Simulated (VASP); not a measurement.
Runs of VASP 6.6.1 on TiAu. The structure is that of space group Pm-3m (No. 221), or close to it. The cells are those of the table. 

```csv
task,cell,cutoff (eV),gap on the mesh (eV),pressure (GPa)
single point,"a = 3.175 Å, 2 atoms",520,none,2.4
relaxation of cell and atoms,"relaxed to 2 GPa from a = 3.254 Å, 2 atoms",600,none,1.9
single point,"a = 3.200 Å, 2 atoms",520,none,(a)
relaxation of cell and atoms,"relaxed to 5 GPa from a = 3.254 Å, 2 atoms",600,none,5.0
relaxation of cell and atoms,"relaxed from a = 3.254 Å, 2 atoms",600,none,0.0
relaxation of cell and atoms,"relaxed to -2 GPa from a = 3.254 Å, 2 atoms",600,none,-2.0
single point,"a = 3.158 Å, 2 atoms",520,none,5.4
single point,"a = 3.133 Å, 2 atoms",520,none,10.4
```

Alike in all rows: level LDA; potentials or basis VASP PAW LDA potentials, release 64 (Ti_sv, Au); no spin polarisation; k mesh 9 × 9 × 9; smearing fermi-dirac 0.01 eV.

Problem. Fill in the values left out.

Solution. (a) -1.6.

Caveats: spin-orbit coupling is left out, which moves the levels of the heavy elements; the cell is relaxed towards a set pressure, so the enthalpy falls and the energy may rise (some runs).

A k mesh can miss the band edges, and the runs leave out spin-orbit coupling on Au.

A gap of «none» marks levels without a gap at the run's occupations.
